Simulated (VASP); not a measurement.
Crystal: BaMoC2.

```
Ba Mo C
1.0
     3.35571    0.00000    0.00000
     0.00000    3.35571    0.00000
     0.00000    0.00000    7.17706
Ba Mo C
1 1 2
Direct
  0.50000 0.50000 0.00000
  0.50000 0.50000 0.50000
  0.00000 0.50000 0.50000
  0.50000 0.00000 0.50000
```

The cell was generated, and may not be a known phase.

* Program: VASP 6.6.1
* Task: relaxation of cell and atoms
* Functional: PBE
* Potentials or basis: VASP PAW PBE potentials, release 64 (Ba_sv, Mo_sv, C)
* Cutoff: 600 eV
* k mesh: 6 × 6 × 4
* Occupations: gaussian, width 0.1 eV
* Spin: no spin polarisation

At the start: pressure 50.3 GPa; volume 20.20 Å³/atom.

**Question.** Where does the relaxation end?

**Answer.** Over 14 steps the energy falls by 1839.1 meV/atom and the volume is 24.29 Å³/atom (+20.2 %); space group P4/mmm (No. 123, to 0.1 Å) before and after.

Step by step:
```
step  energy change (eV)  largest force (eV/Å)  pressure (GPa)  volume (Å³)
   1              0.0000                0.0000           50.31        80.82
   2             -2.2190                0.0000          -13.94       170.85
   3             -6.5459                0.0000           -4.71       119.24
   4             -6.5803                0.0000           -3.04       116.70
   5             -6.5834                0.0000           -2.35       115.69
   6             -6.8339                0.0000           -2.08       110.12
   7             -7.3116                0.0000            3.28        93.11
   8             -7.2816                0.0000           -0.10        99.16
   9             -7.3380                0.0000            1.27        96.10
  10             -7.3413                0.0000            1.66        95.42
  11             -7.3157                0.0000           -1.56        98.62
  12             -7.3556                0.0000            0.36        96.63
  13             -7.3562                0.0000           -0.16        97.41
  14             -7.3565                0.0000            0.02        97.15
```

Final structure:
```yaml
crystal:
  lattice:
    - [4.10392, 0.00000, 0.00000]
    - [0.00000, 4.10392, 0.00000]
    - [0.00000, 0.00000, 5.76803]
  atoms:
    - { symbol: Ba, position: [0.50000, 0.50000, 0.00000] }
    - { symbol: Mo, position: [0.50000, 0.50000, 0.50000] }
    - { symbol: C, position: [0.00000, 0.50000, 0.50000] }
    - { symbol: C, position: [0.50000, 0.00000, 0.50000] }
```

Caveat: the volume moved by over 15 % at a fixed basis, so the end points are rough.
